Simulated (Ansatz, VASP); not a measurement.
## Al3B2N: VASP beside Ansatz

```
CELL_PARAMETERS angstrom
4.24062 0.00000 0.00000
0.00000 4.24062 0.00000
0.00000 0.00000 4.25324
ATOMIC_POSITIONS crystal
Al 0.00000 0.00000 0.00000
Al 0.00000 0.50000 0.50000
Al 0.50000 0.00000 0.50000
B 0.00000 0.50000 0.00000
B 0.50000 0.00000 0.00000
N 0.50000 0.50000 0.00000
```

Alike in both runs: functional PBE; k mesh 6 × 6 × 2; occupations gaussian, width 0.1 eV; no spin polarisation.

Ansatz relaxed the structure, and its values are those at the end. VASP's run is a single point on that final structure, the one shown.

```csv
,VASP,Ansatz
version,VASP 6.6.1,Ansatz 0.2.0
potentials or method,"VASP PAW PBE potentials, release 64 (Al, B, N), cutoff 520 eV","scalar-relativistic, plane waves, PAW"
valence electrons in the cell,20,20
```

```tsv
	VASP	Ansatz	Ansatz less VASP
gap on the k mesh at the Fermi level (eV)	none	none	-
pressure (GPa)	-0.1	0.0	+0.05
```

A gap of «none» marks a metal or a gap that the smearing closes.

The k mesh is coarse, so the values compare programs but aren't converged.
